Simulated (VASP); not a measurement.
# BN (P3m1) in VASP: notebook

The runs below take BN through single point, with PBE.

Everything below comes from runs of VASP 6.6.1. Logs are shortened: lines on timing, memory, paths and dates and some standing lists are left out, and cuts for length are marked.

## 1. The cell of the first run

Symmetry: P3m1, No. 156, trigonal system. Conventional cell: a = 2.563 Å, b = 2.563 Å, c = 13.306 Å, α = 90.00°, β = 90.00°, γ = 120.00°. B (site symmetry 3m) has 4 N at 1.57 Å within 2.1 Å. Within 2.1 Å of B (site symmetry 3m) lie 4 N at 1.57 Å. Within 2.1 Å of B (site symmetry 3m) lie 4 N at 1.57 Å. B (site symmetry 3m) has 4 N at 1.57 Å within 2.1 Å. B (site symmetry 3m) has 4 N at 1.57 Å within 2.1 Å. B (site symmetry 3m) has 3 N at 1.57 Å within 2.1 Å. N (site symmetry 3m) has 4 B at 1.57 Å within 2.1 Å. N (site symmetry 3m) has 4 B at 1.57 Å within 2.1 Å.

## 2. Single point, PBE (the distance across one plane changed)

File INCAR:

```
PREC = Accurate
ENCUT = 520
EDIFF = 1E-6
ISMEAR = 0
SIGMA = 0.05
LREAL = False
LASPH = True
NELM = 80
ALGO = Normal
ISIF = 2
LWAVE = False
LCHARG = True
GGA = PE
LELF = True
LVHAR = True
NBANDS = 36
```

File KPOINTS:

```
regular mesh
0
Gamma
  10 10 2
```

File POSCAR:

```
BN
1.0
    1.8123485118     -1.8123485118      0.0000000000
    1.8123485118      0.0000000000     -1.8123485118
    7.6824067493      7.6824067493      7.6824067493
B N
6 6
Direct
    1.0000000000      0.0000000000      0.3734910501
    0.3333333333      0.3333333333      0.2162184166
    0.6666666667      0.6666666667      0.5307636836
    1.0000000000      1.0000000000      0.8453089506
    0.3333333333      0.3333333333      0.6880363171
    0.6666666667      0.6666666667      0.0589457830
    0.6666666667      0.6666666667      0.4128092085
    0.0000000000      0.0000000000      0.2555365749
    0.3333333333      0.3333333333      0.5700818420
    0.6666666667      0.6666666667      0.8846271090
    0.0000000000      0.0000000000      0.7273544755
    0.3333333333      0.3333333333      0.0982639414
```

Potentials or basis: VASP PAW PBE potentials, release 64 (B, N).

Command:

```console
$ cat potpaw_PBE.64/B/POTCAR potpaw_PBE.64/N/POTCAR > POTCAR
$ mpirun -np 1 vasp_std > vasp.out
```

OUTCAR:

```text
PREC = Accurate
   ENCUT = 520
   EDIFF = 1E-6
   ISMEAR = 0
   LREAL = False
   LASPH = True
   NELM = 80
   ISIF = 2
   GGA = PE

 ion  position               nearest neighbor table
   1  0.000  0.000  0.373-   7 1.57   7 1.57   7 1.57   8 1.57
   2  0.333  0.333  0.216-   8 1.57   8 1.57   8 1.57  12 1.57
   3  0.667  0.667  0.531-   7 1.57   9 1.57   9 1.57   9 1.57
   4  0.000  0.000  0.845-  11 1.57  10 1.57  10 1.57  10 1.57
   5  0.333  0.333  0.688-   9 1.57  11 1.57  11 1.57  11 1.57
   6  0.667  0.667  0.059-  12 1.57  12 1.57  12 1.57
   7  0.667  0.667  0.413-   3 1.57   1 1.57   1 1.57   1 1.57
   8  0.000  0.000  0.256-   2 1.57   2 1.57   2 1.57   1 1.57
   9  0.333  0.333  0.570-   5 1.57   3 1.57   3 1.57   3 1.57
  10  0.667  0.667  0.885-   4 1.57   4 1.57   4 1.57
  11  0.000  0.000  0.727-   4 1.57   5 1.57   5 1.57   5 1.57
  12  0.333  0.333  0.098-   6 1.57   6 1.57   6 1.57   2 1.57

  LATTYP: Found a hexagonal cell.
 ALAT       =     2.5630478451
 C/A-ratio  =     5.1915998523

  Lattice vectors:

 A1 = (  -1.8123485118,   0.0000000000,   1.8123485118)
 A2 = (   1.8123485118,  -1.8123485118,   0.0000000000)
 A3 = (   7.6824067493,   7.6824067493,   7.6824067493)

Analysis of symmetry for initial positions (statically):
=====================================================================
 Subroutine PRICEL returns:
 Original cell was already a primitive cell.

 Routine SETGRP: Setting up the symmetry group for a
 hexagonal supercell.

 Subroutine GETGRP returns: Found  6 space group operations
 (whereof  6 operations were pure point group operations)
 out of a pool of 24 trial point group operations.

The static configuration has the point symmetry C_3v.

Analysis of symmetry for dynamics (positions and initial velocities):
=====================================================================
 Subroutine PRICEL returns:
 Original cell was already a primitive cell.

 Routine SETGRP: Setting up the symmetry group for a
 hexagonal supercell.

 Subroutine GETGRP returns: Found  6 space group operations
 (whereof  6 operations were pure point group operations)
 out of a pool of 24 trial point group operations.

The dynamic configuration has the point symmetry C_3v.

 Subroutine INISYM returns: Found  6 space group operations
 (whereof  6 operations are pure point group operations),
 and found     1 'primitive' translations

----------------------------------------------------------------------------------------

                                     Primitive cell

  volume of cell :      75.7011

  direct lattice vectors                    reciprocal lattice vectors
     1.812348512 -1.812348512  0.000000000     0.183923418 -0.367846836  0.183923418
     1.812348512  0.000000000 -1.812348512     0.183923418  0.183923418 -0.367846836
     7.682406749  7.682406749  7.682406749     0.043389181  0.043389181  0.043389181

  length of vectors
     2.563047845  2.563047845 13.306318814     0.450518526  0.450518526  0.075152265

  position of ions in fractional coordinates (direct lattice)
     0.000000000  0.000000000  0.373491050
     0.333333333  0.333333333  0.216218417
     0.666666667  0.666666667  0.530763684
     0.000000000  0.000000000  0.845308951
     0.333333333  0.333333333  0.688036317
     0.666666667  0.666666667  0.058945783
     0.666666667  0.666666667  0.412809209
     0.000000000  0.000000000  0.255536575
     0.333333333  0.333333333  0.570081842
     0.666666667  0.666666667  0.884627109
     0.000000000  0.000000000  0.727354476
     0.333333333  0.333333333  0.098263941

  ion indices of the primitive-cell ions
   primitive index   ion index
                 1           1
                 2           2
                 3           3
                 4           4
                 5           5
                 6           6
                 7           7
                 8           8
                 9           9
                10          10
                11          11
                12          12

----------------------------------------------------------------------------------------

 KPOINTS: regular mesh

Automatic generation of k-mesh.
 Grid dimensions read from file:
 generate k-points for:   10   10    2

 Generating k-lattice:

  Cartesian coordinates                     Fractional coordinates (reciprocal lattice)
     0.018392342 -0.036784684  0.018392342     0.100000000  0.000000000  0.000000000
     0.018392342  0.018392342 -0.036784684     0.000000000  0.100000000  0.000000000
     0.021694590  0.021694590  0.021694590     0.000000000  0.000000000  0.500000000

  Length of vectors
     0.045051853  0.045051853  0.037576133

  Shift w.r.t. Gamma in fractional coordinates (k-lattice)
     0.000000000  0.000000000  0.000000000

 Subroutine IBZKPT returns following result:
 ===========================================

 Found     28 irreducible k-points:

 Following reciprocal coordinates:
[... 37 lines left out ...]
   POTIM  = 0.5000    time-step for ionic-motion
   TEBEG  =    0.0;   TEEND  =   0.0 temperature during run
   PSTRESS=    0.0 pullay stress
   NELECT =      48.0000    total number of electrons
   NUPDOWN=      -1.0000    fix difference up-down
   EMIN   =  10.00;   EMAX   =-10.00  energy-range for DOS
   EFERMI =   0.00;   METHOD = LEGACY
   ISMEAR =     0;   SIGMA  =   0.05  broadening in eV -4-tet -1-fermi 0-gaus
   EFERMI_NEDOS =   21; number of points for ismear=-14 and -15
   IALGO  =     38    algorithm
   IMIX   =      4    mixing-type and parameters
     AMIX     =   0.40;   BMIX     =  1.00
     AMIX_MAG =   1.60;   BMIX_MAG =  1.00
  volume/ion in A,a.u.               =       6.31        42.57
  Fermi-wavevector in a.u.,A,eV,Ry     =   1.406440  2.657786 26.913328  1.978074
  Thomas-Fermi vector in A             =   2.528800
   LORBIT       =      0    0 simple, 1 ext, 2 COOP (PROOUT), +10 PAW based schemes
   GGA     = PE    functional components
   LHFCALC =     F    Hartree Fock is set to
   AEXX    =    0.0000 exact exchange contribution
   IVDW    =     0    specifies the selected vdW correction
   LEPSILON=     F    determine dielectric tensor
   LRPA    =     F    only Hartree local field effects (RPA)
 non-spin polarized calculation
 Gauss-broadening in eV      SIGMA  =   0.05
  energy-cutoff  :      520.00
  volume of cell :       75.70
 maximum number of plane-waves:      2080
   NGX =  9   NGY =  9   NGZ = 49

 number of electron      48.0000001 magnetization

 Free energy of the ion-electron system (eV)
  ---------------------------------------------------
  ext. energy  EPLUGINS =         0.00000000
  ---------------------------------------------------
  free energy    TOTEN  =      -102.69098116 eV

  energy without entropy =     -102.69098116  energy(sigma->0) =     -102.69098116

 E-fermi :   8.0725     XC(G=0): -12.4495

 val. band max:        7.7931091768   @ k =   0.0000   0.0000   0.0000
 cond. band min:       9.8209462792   @ k =   0.5000   0.0000   0.0000
 fundamental gap:      2.0278371024
 Fermi energy:         8.0724540927

 k-point     1 :       0.0000    0.0000    0.0000
  band No.  band energies     occupation
      1     -14.1412      2.00000
      2     -13.1601      2.00000
      3     -12.3392      2.00000
      4     -11.3590      2.00000
      5     -10.3675      2.00000
      6      -8.5623      2.00000
[... 28 lines left out ...]
     35      16.2390      0.00000
     36      16.7115      0.00000

 k-point     2 :       0.1000    0.0000    0.0000
  band No.  band energies     occupation
      1     -13.9294      2.00000
      2     -12.9520      2.00000
      3     -12.1358      2.00000
      4     -11.1674      2.00000
      5     -10.1829      2.00000
      6      -8.3874      2.00000
[... 850 lines left out ...]
 k-point    24 :       0.5000    0.1000    0.5000
  band No.  band energies     occupation
      1     -10.4205      2.00000
      2      -9.7430      2.00000
      3      -9.2129      2.00000
      4      -8.6354      2.00000
      5      -7.9101      2.00000
      6      -6.2328      2.00000
[... 28 lines left out ...]
     35      18.0445      0.00000
     36      18.2470      0.00000

 [... further k-points ...]

------------------------ aborting loop because EDIFF is reached ----------------------------------------

  FORCE on cell =-STRESS in cart. coord.  units (eV):
  Direction    XX          YY          ZZ          XY          YZ          ZX
  --------------------------------------------------------------------------------------
  -------------------------------------------------------------------------------------
  Total       -3.0351844     -3.0351844     -3.0351844     -2.1562141     -2.1562141     -2.1562141
  in kB      -64.2382478    -64.2382478    -64.2382478    -45.6352552    -45.6352552    -45.6352552
  external PRESSURE =     -64.2382478 kB  Pullay stress =       0.0000000 kB

 VOLUME and BASIS-vectors are now :
 -----------------------------------------------------------------------------
  energy-cutoff  :      520.00
  volume of cell :       75.70
      direct lattice vectors                 reciprocal lattice vectors
     1.812348512 -1.812348512  0.000000000     0.183923418 -0.367846836  0.183923418
     1.812348512  0.000000000 -1.812348512     0.183923418  0.183923418 -0.367846836
     7.682406749  7.682406749  7.682406749     0.043389181  0.043389181  0.043389181

 POSITION                                       TOTAL-FORCE (eV/Angst)
 -----------------------------------------------------------------------------------
      2.86931      2.86931      2.86931         0.307851      0.307851      0.307851
      2.86931      1.05696      1.05696         0.385881      0.385881      0.385881
      6.49401      2.86931      2.86931         0.303180      0.303180      0.303180
      6.49401      6.49401      6.49401         1.485956      1.485956      1.485956
      6.49401      4.68166      4.68166         0.330616      0.330616      0.330616
      2.86931     -0.75539     -0.75539        -0.640570     -0.640570     -0.640570
      5.58783      1.96314      1.96314        -0.304104     -0.304104     -0.304104
      1.96314      1.96314      1.96314        -0.321484     -0.321484     -0.321484
      5.58783      3.77548      3.77548        -0.306502     -0.306502     -0.306502
      9.21253      5.58783      5.58783         0.491888      0.491888      0.491888
      5.58783      5.58783      5.58783        -0.407913     -0.407913     -0.407913
      1.96314      0.15079      0.15079        -1.324799     -1.324799     -1.324799
 -----------------------------------------------------------------------------------
    total drift:                               -0.000026     -0.000025     -0.000025

  FREE ENERGIE OF THE ION-ELECTRON SYSTEM (eV)
  ---------------------------------------------------
  free  energy   TOTEN  =      -102.6909811634 eV

  energy  without entropy=     -102.6909811634  energy(sigma->0) =     -102.69098116
```

Run time: 54 s. Hardware: 1 thread of Intel Xeon Platinum 8559C (Emerald Rapids), shared host; peak memory 0.21 GiB.

What came out:

```yaml
Free_energy: -102.6910 eV
Pressure: -6.4 GPa
Largest_force: 2.574 eV/Å
Band_gap_on_the_k_mesh: 2.03 eV (least direct gap 3.17 eV)
```

Forces on the atoms (eV/Å):
```
B    0.308  0.308  0.308
B    0.386  0.386  0.386
B    0.303  0.303  0.303
B    1.486  1.486  1.486
B    0.331  0.331  0.331
B   -0.641 -0.641 -0.641
N   -0.304 -0.304 -0.304
N   -0.321 -0.321 -0.321
N   -0.307 -0.307 -0.307
N    0.492  0.492  0.492
N   -0.408 -0.408 -0.408
N   -1.325 -1.325 -1.325
```

Caveat: the cell differs from its parent crystal (the distance across one plane changed); the cell stands under tension; forces of over 1 eV/Å act on the atoms, so gaps and moduli don't describe the material at rest. A k mesh can miss the band edges.

## 3. Single point, PBE (the distance across one plane changed)

File INCAR:

```
SYSTEM = BN
PREC     = Accurate       ! precision mode
ENCUT    = 520            ! plane-wave cutoff, eV
EDIFF    = 1E-7           ! SCF threshold, eV
ISMEAR   = 0              ! smearing method
SIGMA    = 0.05           ! smearing width, eV
LREAL    = .FALSE.        ! projectors in reciprocal space
LASPH    = .TRUE.         ! aspherical terms in the spheres
NELM     = 60             ! most SCF steps
ALGO     = Normal         ! electronic algorithm
ISIF     = 2              ! what is computed and relaxed
LWAVE    = .FALSE.        ! write WAVECAR
LCHARG   = .TRUE.         ! write CHGCAR
GGA      = PE             ! functional
LELF     = .TRUE.         ! ELF
LVHAR    = .TRUE.       
NBANDS   = 36             ! bands
```

File KPOINTS:

```
regular mesh
0
G
  10 10 2
  0 0 0
```

File POSCAR:

```
BN
1.0
    1.8123485118     -1.8123485118      0.0000000000
    1.8123485118      0.0000000000     -1.8123485118
    7.8267443166      7.8267443166      7.8267443166
B N
6 6
Direct
    1.0000000000      0.0000000000      0.3666032833
    0.3333333333      0.3333333333      0.2122310063
    0.6666666667      0.6666666667      0.5209755602
    1.0000000000      1.0000000000      0.8297201141
    0.3333333333      0.3333333333      0.6753478372
    0.6666666667      0.6666666667      0.0578587294
    0.6666666667      0.6666666667      0.4051963525
    0.0000000000      0.0000000000      0.2508240756
    0.3333333333      0.3333333333      0.5595686295
    0.6666666667      0.6666666667      0.8683131834
    0.0000000000      0.0000000000      0.7139409064
    0.3333333333      0.3333333333      0.0964517986
```

Potentials or basis: VASP PAW PBE potentials, release 64 (B, N).

Command:

```console
$ cat potpaw_PBE.64/B/POTCAR potpaw_PBE.64/N/POTCAR > POTCAR
$ mpirun -np 1 vasp_std > vasp.out
```

Wall time 67 s (1 thread of Intel Xeon Platinum 8559C (Emerald Rapids), shared host); peak memory 0.21 GiB.

It converged, with:

* Free energy: -101.9932 eV
* Pressure: -6.1 GPa
* Largest force: 3.092 eV/Å
* Band gap on the k mesh: 1.18 eV (least direct gap 1.96 eV)

Forces in eV/Å, atoms in the order of the input:
```
B    0.351  0.351  0.351
B    0.449  0.449  0.449
B    0.346  0.346  0.346
B    1.785  1.785  1.785
B    0.392  0.392  0.392
B   -0.272 -0.272 -0.272
N   -0.346 -0.346 -0.346
N   -0.367 -0.367 -0.367
N   -0.351 -0.351 -0.351
N   -0.025 -0.025 -0.025
N   -0.505 -0.505 -0.505
N   -1.457 -1.457 -1.457
```

Stress tensor (GPa, compression positive):
```
-6.12 -4.07 -4.07
-4.07 -6.12 -4.07
-4.07 -4.07 -6.12
```

Levels at points of the mesh, in eV from the valence-band top:
```
           k point  band 22  band 23  band 24  band 25  band 26  band 27
(0.00, 0.00, 0.00)    -1.17     0.00     0.00     1.96     6.53     6.53
(0.50, 0.00, 0.00)    -3.89    -2.34    -1.54     1.18     3.24     4.43
(0.00, 0.00, 0.50)    -1.58     0.00     0.00     2.07     6.54     6.54
(0.50, 0.00, 0.50)    -3.88    -2.34    -1.58     1.24     3.16     4.42
```

Caveat: the cell differs from its parent crystal (the distance across one plane changed); the cell stands under tension; forces of over 1 eV/Å act on the atoms, so gaps and moduli don't describe the material at rest. A k mesh can miss the band edges.

## 4. Single point, PBE (the distance across one plane changed)

File INCAR:

```
ALGO = Normal
EDIFF = 1E-6
ENCUT = 520
GGA = PE
ISIF = 2
ISMEAR = 0
LASPH = True
LCHARG = True
LELF = True
LREAL = False
LVHAR = True
LWAVE = False
NBANDS = 36
NELM = 80
PREC = Accurate
SIGMA = 0.05
```

File KPOINTS:

```
k-points
0
Gamma
  10 10 2
```

File POSCAR:

```
BN
1.0
    1.8123485118     -1.8123485118      0.0000000000
    1.8123485118      0.0000000000     -1.8123485118
    8.1154194512      8.1154194512      8.1154194512
B N
6 6
Direct
    1.0000000000      0.0000000000      0.3535627679
    0.3333333333      0.3333333333      0.2046816967
    0.6666666667      0.6666666667      0.5024438391
    1.0000000000      1.0000000000      0.8002059816
    0.3333333333      0.3333333333      0.6513249103
    0.6666666667      0.6666666667      0.0558006255
    0.6666666667      0.6666666667      0.3907830357
    0.0000000000      0.0000000000      0.2419019645
    0.3333333333      0.3333333333      0.5396641069
    0.6666666667      0.6666666667      0.8374262494
    0.0000000000      0.0000000000      0.6885451781
    0.3333333333      0.3333333333      0.0930208933
```

Command:

```console
$ cat potpaw_PBE.64/B/POTCAR potpaw_PBE.64/N/POTCAR > POTCAR
$ mpirun -np 1 vasp_std > vasp.out
```

Run time: 83 s. Hardware: 1 thread of Intel Xeon Platinum 8559C (Emerald Rapids), shared host; peak memory 0.21 GiB.

It converged, with:

```
Free energy            : -100.9657 eV
Pressure               : -4.9 GPa
Largest force          : 3.758 eV/Å
Band gap on the k mesh : 0.15 eV (least direct gap 0.53 eV)
```

Forces in eV/Å, atoms in the order of the input:
```
B    0.378  0.378  0.378
B    0.504  0.504  0.504
B    0.374  0.374  0.374
B    2.170  2.170  2.170
B    0.467  0.467  0.467
B    0.313  0.313  0.313
N   -0.371 -0.371 -0.371
N   -0.398 -0.398 -0.398
N   -0.386 -0.386 -0.386
N   -0.879 -0.879 -0.879
N   -0.645 -0.645 -0.645
N   -1.527 -1.527 -1.527
```

Stress tensor (GPa, compression positive):
```
-4.93 -2.70 -2.70
-2.70 -4.93 -2.70
-2.70 -2.70 -4.93
```

Levels at points of the mesh, in eV from the valence-band top:
| k point | band 20 | band 21 | band 22 | band 23 | band 24 | band 25 | band 26 | band 27 | band 28 | band 29 |
| --- | --- | --- | --- | --- | --- | --- | --- | --- | --- | --- |
| (0.00, 0.00, 0.00) | -1.91 | -1.91 | -1.29 | 0.00 | 0.00 | 0.53 | 6.03 | 6.03 | 6.27 | 6.43 |
| (0.50, 0.00, 0.00) | -5.21 | -4.42 | -4.22 | -2.37 | -1.09 | 0.15 | 2.63 | 3.93 | 4.98 | 6.21 |
| (0.00, 0.00, 0.50) | -1.91 | -1.91 | -1.61 | 0.00 | 0.00 | 0.68 | 6.03 | 6.03 | 6.28 | 6.43 |
| (0.50, 0.00, 0.50) | -5.21 | -4.40 | -4.22 | -2.37 | -1.12 | 0.18 | 2.60 | 3.92 | 5.10 | 6.01 |

Caveat: the cell differs from its parent crystal (the distance across one plane changed); the cell stands under tension; semilocal functionals underestimate gaps, and a narrow one can read as zero; forces of over 1 eV/Å act on the atoms, so gaps and moduli don't describe the material at rest.

## 5. Summary

| cell | gap on the mesh (eV) | pressure (GPa) | largest force (eV/Å) |
| --- | --- | --- | --- |
| a = 2.563, b = 2.563, c = 13.306 Å, angles 90.0, 90.0, 60.0°, 12 atoms | 2.03 | -6.4 | 2.57 |
| a = 2.563, b = 2.563, c = 13.556 Å, angles 90.0, 90.0, 60.0°, 12 atoms | 1.18 | -6.1 | 3.09 |
| a = 2.563, b = 2.563, c = 14.056 Å, angles 90.0, 90.0, 60.0°, 12 atoms | 0.15 | -4.9 | 3.76 |

Alike in all rows: task single point; level PBE; potentials or basis VASP PAW PBE potentials, release 64 (B, N); no spin polarisation; k mesh 10 × 10 × 2; cutoff (eV) 520; smearing gaussian 0.05 eV.

Caveats: the cell stands under tension; forces of over 1 eV/Å act on the atoms, so gaps and moduli don't describe the material at rest; semilocal functionals underestimate gaps, and a narrow one can read as zero (at least some runs).

Absolute energies hang on the potentials; compare differences alone.
